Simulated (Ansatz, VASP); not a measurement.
# Two plane-wave programs on Al

```
CELL_PARAMETERS angstrom
2.84970 0.00000 0.00000
-1.42485 2.46791 0.00000
0.00000 0.00000 4.26720
ATOMIC_POSITIONS crystal
Al 0.66667 0.33333 0.75000
Al 0.33333 0.66667 0.25000
```

Alike in both runs: task single point; functional PBEsol; k mesh 18 × 18 × 10; occupations gaussian, width 0.15 eV; no spin polarisation.

|  | VASP | Ansatz |
| --- | --- | --- |
| version | VASP 6.6.1 | Ansatz 0.2.0 |
| potentials or method | VASP PAW PBE potentials, release 64 (Al), cutoff 520 eV | scalar-relativistic, plane waves, PAW |
| valence electrons in the cell | 6 | 6 |

|  | VASP | Ansatz | Ansatz less VASP |
| --- | --- | --- | --- |
| gap on the k mesh at the Fermi level (eV) | none | none | - |
| pressure (GPa) | 8.9 | 8.8 | -0.12 |
| traceless stress, the component that is largest in VASP (GPa) | 6.75 | 6.71 | -0.044 |

VASP's potentials were made for PBE, not for PBEsol, and Ansatz warns of the same on its side. A gap of «none» marks a metal or a gap that the smearing closes.
